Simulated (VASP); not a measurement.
A run of VASP 6.6.1 is set up as follows.

The input INCAR:

```
SYSTEM = C
  ALGO = Normal
  EDIFF = 1E-6
  ENCUT = 520
  GGA = PS
  ISIF = 2
  ISMEAR = 0
  IVDW = 12
  LASPH = .TRUE.
  LCHARG = .FALSE.
  LREAL = .FALSE.
  LWAVE = .FALSE.
  NBANDS = 11
  NELM = 80
  PREC = Accurate
  SIGMA = 0.05
```

Contents of KPOINTS:

```
k-points
0
G
  15 15 15
  0 0 0
```

The input POSCAR:

```
C
1.0
    1.2290461105      0.7095901028      3.2829684898
   -1.2290461105      0.7095901028      3.2829684898
    0.0000000000     -1.4191802055      3.2829684898
C
2
Direct
    0.1636156310      0.1636156310      0.1918009170
    0.8363843690      0.8363843690      0.8081990830
```

Potentials or basis: VASP PAW PBE potentials, release 64 (C).

Launch:

```sh
$ cat potpaw_PBE.64/C/POTCAR > POTCAR
$ mpirun -np 1 vasp_std > vasp.out
```

**Question.** Predict the largest force.

**Answer.** 5.107 eV/Å.

**Question.** What does it give for the pressure?

**Answer.** 2.9 GPa.

Forces on the atoms (eV/Å):
```
C    0.000  4.700 -1.998
C    0.000 -4.700  1.998
```

Caveat: the cell differs from its parent crystal (atoms displaced along a vibrational mode); the PAW data sets were made with another functional, which shifts forces and pressure a little.
